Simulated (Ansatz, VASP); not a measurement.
## Two plane-wave programs on SnO

```
Sn O
1.0
     3.38476    0.00000    0.00000
    -1.69238    2.93129    0.00000
     0.00000    0.00000    6.45221
Sn O
2 2
Direct
  0.00000 0.00000 0.00000
  0.00000 0.00000 0.50000
  0.33333 0.66667 0.25000
  0.66667 0.33333 0.75000
```

Alike in both runs: task single point; functional r2SCAN; dispersion rVV10; k mesh 12 × 12 × 4; occupations fermi-dirac, width 0.03 eV; no spin polarisation.

```csv
,VASP,Ansatz
version,VASP 6.6.1,Ansatz 0.2.0
potentials or method,"VASP PAW PBE potentials, release 64 (Sn_d, O)","plane waves, PAW"
plane-wave cutoff (eV),520,500
valence electrons in the cell,40,40
```

```tsv
	VASP	Ansatz	Ansatz less VASP
pressure (GPa)	0.3	0.0	-0.31
traceless stress, the component that is largest in VASP (GPa)	0.05	-0.02	-0.071
```

VASP's potentials were made for PBE, not for r2SCAN.
